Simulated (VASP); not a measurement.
# CdSiN2 (P-4m2) in VASP: a series of runs, part 2 of 3

VASP 6.6.1.

### Step 3. Single point, PBE (12.24 Å³/atom)

This run uses another cell than the first one, of 12.24 Å³/atom.

The input, INCAR:

```
SYSTEM = CdSiN2
PREC = Accurate
ENCUT = 520
EDIFF = 1E-7
ISMEAR = -1
SIGMA = 0.02
LREAL = .FALSE.
LASPH = .TRUE.
NELM = 60
ALGO = Normal
ISIF = 2
LWAVE = .FALSE.
LCHARG = .FALSE.
GGA = PE
NBANDS = 36
```

The input, KPOINTS:

```
Automatic mesh
0
G
  6 6 2
  0 0 0
```

The input, POSCAR:

```
CdSiN2
1.0
    3.0819926966      0.0000000000      0.0000000000
    0.0000000000      3.0819926966      0.0000000000
    0.0000000000      0.0000000000     10.3103366374
Cd N Si
2 4 2
Direct
    0.5000000000      0.0000000000      0.8612896092
    0.0000000000      0.5000000000      0.1387103908
    0.5000000000      0.5000000000      0.0000000000
    0.0000000000      0.0000000000      0.3241738653
    0.5000000000      0.5000000000      0.5000000000
    0.0000000000      0.0000000000      0.6758261347
    0.5000000000      0.0000000000      0.3956506726
    0.0000000000      0.5000000000      0.6043493274
```

Potentials or basis: VASP PAW PBE potentials, release 64 (Cd, N, Si).

On the command line:

```
$ cat potpaw_PBE.64/Cd/POTCAR potpaw_PBE.64/N/POTCAR potpaw_PBE.64/Si/POTCAR > POTCAR
$ mpirun -np 1 vasp_std > vasp.out
```

OUTCAR:

```text
SYSTEM = CdSiN2
   PREC = Accurate
   ENCUT = 520
   EDIFF = 1E-7
   ISMEAR = -1
   LREAL = .FALSE.
   LASPH = .TRUE.
   NELM = 60
   ISIF = 2
   GGA = PE

 ion  position               nearest neighbor table
   1  0.500  0.000  0.861-   3 2.10   3 2.10   6 2.46   6 2.46   8 3.43   8 3.43   8 3.43   8 3.43
                             2 3.60   2 3.60   2 3.60   2 3.60
   2  0.000  0.500  0.139-   3 2.10   3 2.10   4 2.46   4 2.46   7 3.43   7 3.43   7 3.43   7 3.43
                             1 3.60   1 3.60   1 3.60   1 3.60
   3  0.500  0.500  0.000-   1 2.10   2 2.10   1 2.10   2 2.10
   4  0.000  0.000  0.324-   7 1.71   7 1.71   2 2.46   2 2.46
   5  0.500  0.500  0.500-   7 1.88   8 1.88   7 1.88   8 1.88
   6  0.000  0.000  0.676-   8 1.71   8 1.71   1 2.46   1 2.46
   7  0.500  0.000  0.396-   4 1.71   4 1.71   5 1.88   5 1.88   8 3.06   8 3.06   8 3.06   8 3.06
                             2 3.43   2 3.43   2 3.43   2 3.43
   8  0.000  0.500  0.604-   6 1.71   6 1.71   5 1.88   5 1.88   7 3.06   7 3.06   7 3.06   7 3.06
                             1 3.43   1 3.43   1 3.43   1 3.43

  LATTYP: Found a simple tetragonal cell.
 ALAT       =     3.0819926966
 C/A-ratio  =     3.3453475243

  Lattice vectors:

 A1 = (   3.0819926966,   0.0000000000,   0.0000000000)
 A2 = (   0.0000000000,   3.0819926966,   0.0000000000)
 A3 = (   0.0000000000,   0.0000000000,  10.3103366374)

Analysis of symmetry for initial positions (statically):
=====================================================================
 Subroutine PRICEL returns:
 Original cell was already a primitive cell.

 Routine SETGRP: Setting up the symmetry group for a
 simple tetragonal supercell.

 Subroutine GETGRP returns: Found  8 space group operations
 (whereof  8 operations were pure point group operations)
 out of a pool of 16 trial point group operations.

The static configuration has the point symmetry D_2d.

Analysis of symmetry for dynamics (positions and initial velocities):
[... 143 lines left out ...]
   GGA     = PE    functional components
   LHFCALC =     F    Hartree Fock is set to
   AEXX    =    0.0000 exact exchange contribution
   IVDW    =     0    specifies the selected vdW correction
   LEPSILON=     F    determine dielectric tensor
   LRPA    =     F    only Hartree local field effects (RPA)
 non-spin polarized calculation
  energy-cutoff  :      520.00
  volume of cell :       97.93
 maximum number of plane-waves:      2656
 NGX is ok and might be reduce to    24
   NGX = 11   NGY = 11   NGZ = 39

 number of electron      51.9999986 magnetization

 Free energy of the ion-electron system (eV)
  ---------------------------------------------------
  ext. energy  EPLUGINS =         0.00000000
  ---------------------------------------------------
  free energy    TOTEN  =       -46.35166620 eV

  energy without entropy =      -46.34661084  energy(sigma->0) =      -46.34913852

 E-fermi :   6.8943     XC(G=0): -11.2392

 val. band max:        6.8875192405   @ k =   0.3333   0.0000   0.5000
 cond. band min:       6.9861091356   @ k =   0.5000   0.0000   0.0000
 fundamental gap:      0.0985898951
 Fermi energy:         6.8942577725

 k-point     1 :       0.0000    0.0000    0.0000
  band No.  band energies     occupation
      1     -14.0576      2.00000
      2     -11.5583      2.00000
      3     -10.0424      2.00000
      4      -8.0708      2.00000
      5      -3.1854      2.00000
      6      -2.6497      2.00000
[... 769 lines left out ...]
     35      12.5689      0.00000
     36      13.8358      0.00000

------------------------ aborting loop because EDIFF is reached ----------------------------------------

  FORCE on cell =-STRESS in cart. coord.  units (eV):
  Direction    XX          YY          ZZ          XY          YZ          ZX
  --------------------------------------------------------------------------------------
  -------------------------------------------------------------------------------------
  Total        3.6342744      3.6342744      3.7844169      0.0000000      0.0000000      0.0000000
  in kB       59.4555279     59.4555279     61.9118104      0.0000000      0.0000000      0.0000000
  external PRESSURE =      60.2742888 kB  Pullay stress =       0.0000000 kB

 VOLUME and BASIS-vectors are now :
 -----------------------------------------------------------------------------
  energy-cutoff  :      520.00
  volume of cell :       97.93
      direct lattice vectors                 reciprocal lattice vectors
     3.081992697  0.000000000  0.000000000     0.324465402  0.000000000  0.000000000
     0.000000000  3.081992697  0.000000000     0.000000000  0.324465402  0.000000000
     0.000000000  0.000000000 10.310336637     0.000000000  0.000000000  0.096990044

 POSITION                                       TOTAL-FORCE (eV/Angst)
 -----------------------------------------------------------------------------------
      1.54100      0.00000      8.88019        -0.000000     -0.000000     -0.418407
      0.00000      1.54100      1.43015         0.000000     -0.000000      0.418407
      1.54100      1.54100      0.00000        -0.000000     -0.000000      0.000000
      0.00000      0.00000      3.34234        -0.000000     -0.000000     -0.222873
      1.54100      1.54100      5.15517        -0.000000      0.000000      0.000000
      0.00000      0.00000      6.96799        -0.000000     -0.000000      0.222873
      1.54100      0.00000      4.07929        -0.000000     -0.000000      0.011812
      0.00000      1.54100      6.23105        -0.000000      0.000000     -0.011812
 -----------------------------------------------------------------------------------
    total drift:                                0.000000      0.000000     -0.000000

  FREE ENERGIE OF THE ION-ELECTRON SYSTEM (eV)
  ---------------------------------------------------
  free  energy   TOTEN  =       -46.3516662003 eV

  energy  without entropy=      -46.3466108365  energy(sigma->0) =      -46.34913852
```

Wall time 2 min (1 thread of Intel Xeon 8259CL, shared host); peak memory 0.23 GiB.

What came out:

```yaml
Free_energy: -46.3517 eV
Pressure: 6.0 GPa
Largest_force: 0.418 eV/Å
Band_gap_on_the_k_mesh: zero (bands 26 and 27 overlap by 0.40 eV)
```

Forces on the atoms (eV/Å):
```
Cd   0.000  0.000 -0.418
Cd   0.000  0.000  0.418
N    0.000  0.000  0.000
N    0.000  0.000 -0.223
N    0.000  0.000  0.000
N    0.000  0.000  0.223
Si   0.000  0.000  0.012
Si   0.000  0.000 -0.012
```

Stress tensor (GPa, compression positive):
```
5.95 0.00 0.00
0.00 5.95 0.00
0.00 0.00 6.19
```

Levels at points of the mesh, in eV from the Fermi level:
```csv
k point,band 22,band 23,band 24,band 25,band 26,band 27,band 28,band 29,band 30,band 31
"(0.00, 0.00, 0.00)",-3.37,-3.22,-3.22,-1.22,-0.31,-0.31,-0.01,1.18,1.90,2.15
"(0.50, 0.00, 0.00)",-5.34,-3.66,-3.14,-2.97,0.09,0.75,1.36,2.49,2.57,3.59
"(0.50, 0.50, 0.00)",-5.06,-4.44,-3.06,-3.06,-2.84,-0.05,1.18,2.69,3.80,4.37
"(0.00, 0.00, 0.50)",-3.98,-3.21,-3.21,-0.32,-0.32,-0.19,-0.14,0.61,1.53,2.33
"(0.50, 0.00, 0.50)",-4.85,-3.89,-3.32,-2.97,0.09,1.28,1.65,1.68,1.89,4.06
"(0.50, 0.50, 0.50)",-5.05,-4.61,-3.05,-3.05,-2.98,0.43,1.81,2.00,2.58,4.60
```

Caveat: the cell stands under pressure.

[end of part 2 of 3]
